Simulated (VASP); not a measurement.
# TaAl2 (Fm-3m) in VASP: notebook

Runs on TaAl2. Level: PBE. Tasks: single point, relaxation of cell and atoms.

All numbers are computed with VASP 6.6.1; they aren't measurements. Logs are shortened: lines on timing, memory, paths and dates and some standing lists are left out, and cuts for length are marked.

## (1) The cell of the first run

It takes space group Fm-3m (No. 225, cubic). Conventional cell: a = 6.269 Å, b = 6.269 Å, c = 6.269 Å, α = 90.00°, β = 90.00°, γ = 90.00°. Within 3.6 Å of Ta (site symmetry m-3m) lie 8 Al at 2.71 Å. Within 3.6 Å of Al (site symmetry -43m) lie 4 Ta at 2.71 Å and 6 Al at 3.13 Å.

## (2) Single point, PBE

Input file INCAR:

```
SYSTEM = TaAl2
PREC = Accurate ; ENCUT = 520
EDIFF = 1E-6 ; ISMEAR = 0
SIGMA = 0.1 ; LREAL = .False.
LASPH = .True. ; NELM = 100
ALGO = Normal ; ISIF = 2
LWAVE = .False. ; LCHARG = .False.
GGA = PE ; NBANDS = 16
```

Input file KPOINTS:

```
regular mesh
0
Gamma
  12 12 12
  0 0 0
```

Input file POSCAR:

```
TaAl2
1.0
    0.0000000000      3.1347167851      3.1347167851
    3.1347167851      0.0000000000      3.1347167851
    3.1347167851      3.1347167851      0.0000000000
Ta Al
1 2
Direct
    0.0000000000      0.0000000000      0.0000000000
    0.7500000000      0.7500000000      0.7500000000
    0.2500000000      0.2500000000      0.2500000000
```

Potentials or basis: VASP PAW PBE potentials, release 64 (Ta_pv, Al).

Launch:

```bash
cat potpaw_PBE.64/Ta_pv/POTCAR potpaw_PBE.64/Al/POTCAR > POTCAR
mpirun -np 1 vasp_std > vasp.out
```

OUTCAR:

```text
SYSTEM = TaAl2
   PREC = Accurate
   ENCUT = 520
   EDIFF = 1E-6
   ISMEAR = 0
   LREAL = .False.
   LASPH = .True.
   NELM = 100
   ISIF = 2
   GGA = PE

 ion  position               nearest neighbor table
   1  0.000  0.000  0.000-   2 2.71   2 2.71   2 2.71   2 2.71   3 2.71   3 2.71   3 2.71   3 2.71

   2  0.750  0.750  0.750-   1 2.71   1 2.71   1 2.71   1 2.71   3 3.13   3 3.13   3 3.13   3 3.13
                             3 3.13   3 3.13
   3  0.250  0.250  0.250-   1 2.71   1 2.71   1 2.71   1 2.71   2 3.13   2 3.13   2 3.13   2 3.13
                             2 3.13   2 3.13

  LATTYP: Found a face centered cubic cell.
 ALAT       =     6.2694335702

  Lattice vectors:

 A1 = (   0.0000000000,   3.1347167851,   3.1347167851)
 A2 = (   3.1347167851,   0.0000000000,   3.1347167851)
 A3 = (   3.1347167851,   3.1347167851,   0.0000000000)

Analysis of symmetry for initial positions (statically):
=====================================================================
 Subroutine PRICEL returns:
 Original cell was already a primitive cell.

 Routine SETGRP: Setting up the symmetry group for a
 face centered cubic supercell.

 Subroutine GETGRP returns: Found 48 space group operations
 (whereof 48 operations were pure point group operations)
 out of a pool of 48 trial point group operations.

The static configuration has the point symmetry O_h .

Analysis of symmetry for dynamics (positions and initial velocities):
=====================================================================
 Subroutine PRICEL returns:
 Original cell was already a primitive cell.

 Routine SETGRP: Setting up the symmetry group for a
 face centered cubic supercell.

 Subroutine GETGRP returns: Found 48 space group operations
 (whereof 48 operations were pure point group operations)
 out of a pool of 48 trial point group operations.

The dynamic configuration has the point symmetry O_h .

 Subroutine INISYM returns: Found 48 space group operations
 (whereof 48 operations are pure point group operations),
 and found     1 'primitive' translations

----------------------------------------------------------------------------------------

                                     Primitive cell

  volume of cell :      61.6063

  direct lattice vectors                    reciprocal lattice vectors
     0.000000000  3.134716785  3.134716785    -0.159504043  0.159504043  0.159504043
     3.134716785  0.000000000  3.134716785     0.159504043 -0.159504043  0.159504043
[... 85 lines left out ...]
   ENCUT  =  520.0 eV  38.22 Ry    6.18 a.u.   8.24  8.24  8.24*2*pi/ulx,y,z
   NELM   =    100;   NELMIN=  2; NELMDL= -5     # of ELM steps
   EDIFF  = 0.1E-05   stopping-criterion for ELM
   LREAL  =      F    real-space projection
   EDIFFG = 0.1E-04   stopping-criterion for IOM
   NSW    =      0    number of steps for IOM
   IBRION =     -1    ionic relax: 0-MD 1-quasi-New 2-CG
   NFREE  =      0    steps in history (QN), initial steepest desc. (CG)
   ISIF   =      2    stress and relaxation
   ISYM   =      2    0-nonsym 1-usesym 2-fastsym
   POTIM  = 0.5000    time-step for ionic-motion
   TEBEG  =    0.0;   TEEND  =   0.0 temperature during run
   PSTRESS=    0.0 pullay stress
   NELECT =      17.0000    total number of electrons
   NUPDOWN=      -1.0000    fix difference up-down
   EMIN   =  10.00;   EMAX   =-10.00  energy-range for DOS
   EFERMI =   0.00;   METHOD = LEGACY
   ISMEAR =     0;   SIGMA  =   0.10  broadening in eV -4-tet -1-fermi 0-gaus
   EFERMI_NEDOS =   21; number of points for ismear=-14 and -15
   IALGO  =     38    algorithm
   IMIX   =      4    mixing-type and parameters
     AMIX     =   0.40;   BMIX     =  1.00
     AMIX_MAG =   1.60;   BMIX_MAG =  1.00
  volume/ion in A,a.u.               =      20.54       138.58
  Fermi-wavevector in a.u.,A,eV,Ry     =   1.065817  2.014103 15.455767  1.135967
  Thomas-Fermi vector in A             =   2.201381
   LORBIT       =      0    0 simple, 1 ext, 2 COOP (PROOUT), +10 PAW based schemes
   GGA     = PE    functional components
   LHFCALC =     F    Hartree Fock is set to
   AEXX    =    0.0000 exact exchange contribution
   IVDW    =     0    specifies the selected vdW correction
   LEPSILON=     F    determine dielectric tensor
   LRPA    =     F    only Hartree local field effects (RPA)
 non-spin polarized calculation
 Gauss-broadening in eV      SIGMA  =   0.10
  energy-cutoff  :      520.00
  volume of cell :       61.61
 maximum number of plane-waves:      1676
 NGX is ok and might be reduce to    36
   NGX = 17   NGY = 17   NGZ = 17

 number of electron      17.0000001 magnetization

 Free energy of the ion-electron system (eV)
  ---------------------------------------------------
  ext. energy  EPLUGINS =         0.00000000
  ---------------------------------------------------
  free energy    TOTEN  =       -17.65405086 eV

  energy without entropy =      -17.63670075  energy(sigma->0) =      -17.64537581

 E-fermi :   5.0212     XC(G=0): -10.0856

 val. band max:        5.0192096876   @ k =   0.3333   0.0000   0.0000
 cond. band min:       5.0265664619   @ k =   0.0833   0.0000   0.0000
 fundamental gap:      0.0073567743
 Fermi energy:         5.0211814953

 k-point     1 :       0.0000    0.0000    0.0000
  band No.  band energies     occupation
      1     -29.3797      2.00000
      2     -29.3797      2.00000
      3     -29.3797      2.00000
      4      -3.7756      2.00000
      5       2.6306      2.00000
      6       2.6306      2.00000
[... 433 lines left out ...]
      3     -29.3827      2.00000
      4      -1.2278      2.00000
      5      -0.0151      2.00000
      6       2.5794      2.00000
[... 8 lines left out ...]
     15      12.1891      0.00000
     16      12.4805      0.00000

 [... further k-points ...]
[... 5 lines left out ...]
  --------------------------------------------------------------------------------------
  -------------------------------------------------------------------------------------
  Total       -0.0051215     -0.0051215     -0.0051215      0.0000000     -0.0000000      0.0000000
  in kB       -0.1331923     -0.1331923     -0.1331923      0.0000000     -0.0000000      0.0000000
  external PRESSURE =      -0.1331923 kB  Pullay stress =       0.0000000 kB

 VOLUME and BASIS-vectors are now :
 -----------------------------------------------------------------------------
  energy-cutoff  :      520.00
  volume of cell :       61.61
      direct lattice vectors                 reciprocal lattice vectors
     0.000000000  3.134716785  3.134716785    -0.159504043  0.159504043  0.159504043
     3.134716785  0.000000000  3.134716785     0.159504043 -0.159504043  0.159504043
     3.134716785  3.134716785  0.000000000     0.159504043  0.159504043 -0.159504043

 POSITION                                       TOTAL-FORCE (eV/Angst)
 -----------------------------------------------------------------------------------
      0.00000      0.00000      0.00000        -0.000000     -0.000000     -0.000000
      4.70208      4.70208      4.70208         0.000000      0.000000      0.000000
      1.56736      1.56736      1.56736        -0.000000     -0.000000     -0.000000
 -----------------------------------------------------------------------------------
    total drift:                               -0.000000      0.000000      0.000000

  FREE ENERGIE OF THE ION-ELECTRON SYSTEM (eV)
  ---------------------------------------------------
  free  energy   TOTEN  =       -17.6540508646 eV

  energy  without entropy=      -17.6367007533  energy(sigma->0) =      -17.64537581
```

OSZICAR:

```text
N       E                     dE             d eps       ncg     rms          rms(c)
DAV:   1     0.740873014151E+02    0.74087E+02   -0.76940E+03  2304   0.890E+02
DAV:   2    -0.163131921692E+02   -0.90400E+02   -0.86564E+02  2976   0.219E+02
DAV:   3    -0.182784923564E+02   -0.19653E+01   -0.19364E+01  3072   0.294E+01
DAV:   4    -0.183006833068E+02   -0.22191E-01   -0.22185E-01  2864   0.349E+00
DAV:   5    -0.183011873159E+02   -0.50401E-03   -0.50400E-03  3168   0.529E-01    0.107E+01
DAV:   6    -0.176726056909E+02    0.62858E+00   -0.19349E+00  2832   0.890E+00    0.410E+00
DAV:   7    -0.176612260050E+02    0.11380E-01   -0.10180E-01  2600   0.192E+00    0.225E+00
DAV:   8    -0.176538698742E+02    0.73561E-02   -0.65905E-03  2952   0.593E-01    0.229E-01
DAV:   9    -0.176539840313E+02   -0.11416E-03   -0.40303E-04  3096   0.141E-01    0.125E-01
DAV:  10    -0.176540482262E+02   -0.64195E-04   -0.11314E-04  2584   0.667E-02    0.642E-03
DAV:  11    -0.176540503599E+02   -0.21337E-05   -0.41155E-06  3032   0.115E-02    0.471E-03
DAV:  12    -0.176540508646E+02   -0.50468E-06   -0.12844E-06  2496   0.649E-03
   1 F= -.17654051E+02 E0= -.17645376E+02  d E =-.173501E-01
```

Run time: 2.2 min. Hardware: 1 thread of Intel Xeon 8259CL, shared host; peak memory 0.24 GiB.

Results:

* Free energy: -17.6541 eV
* Pressure: 0.0 GPa

Caveat: spin-orbit coupling is left out, which moves the levels of the heavy elements.

## (3) Relaxation of cell and atoms, PBE

Input file INCAR:

```
SYSTEM = TaAl2
PREC = Accurate
ENCUT = 600
EDIFF = 1E-6
ISMEAR = 0
SIGMA = 0.1
LREAL = .False.
LASPH = .True.
NELM = 60
ALGO = Normal
ISIF = 3
LWAVE = .False.
LCHARG = .False.
GGA = PE
IBRION = 2
NSW = 100
EDIFFG = -0.01
```

KPOINTS is that of step 2.

Input file POSCAR:

```
TaAl2
1.0
    0.0000000000      3.1332231507      3.1332231507
    3.1332231507      0.0000000000      3.1332231507
    3.1332231507      3.1332231507      0.0000000000
Ta Al
1 2
Direct
    0.0000000000      0.0000000000      0.0000000000
    0.7500000000      0.7500000000      0.7500000000
    0.2500000000      0.2500000000      0.2500000000
```

Potentials or basis: VASP PAW PBE potentials, release 64 (Ta_pv, Al).

Launch:

```bash
cat potpaw_PBE.64/Ta_pv/POTCAR potpaw_PBE.64/Al/POTCAR > POTCAR
mpirun -np 1 vasp_std > vasp.out
```

It took 3.3 min on 1 thread of Intel Xeon 8259CL, shared host; peak memory 0.25 GiB.

The run converged. Its results:

```
Free energy                            : -17.6544 eV
Relaxed volume                         : 20.53 Å³/atom
Relaxed cell                           : a = 4.433 Å, b = 4.433 Å, c = 4.433 Å, α = 60.00°, β = 60.00°, γ = 60.00°
Space group after relaxing (to 0.05 Å) : Fm-3m (No. 225)
Energy gained by relaxing              : 0.0 meV/atom
Ionic steps                            : 3
Pressure after relaxing                : 0.0 GPa
```

Final structure:
```
Ta Al
1.0
     0.00000    3.13456    3.13456
     3.13456    0.00000    3.13456
     3.13456    3.13456    0.00000
Ta Al
1 2
Direct
  0.00000 0.00000 0.00000
  0.75000 0.75000 0.75000
  0.25000 0.25000 0.25000
```

Levels at points of the mesh, in eV from the Fermi level:
```csv
k point,band 6,band 7,band 8,band 9,band 10,band 11
"(0.00, 0.00, 0.00)",-2.39,-2.39,0.06,0.06,1.60,4.59
"(0.50, 0.00, 0.00)",-1.92,-1.92,-0.54,0.65,0.65,1.47
"(0.50, 0.50, 0.00)",-4.31,-0.94,-0.94,-0.45,0.21,0.21
```

Caveat: spin-orbit coupling is left out, which moves the levels of the heavy elements.
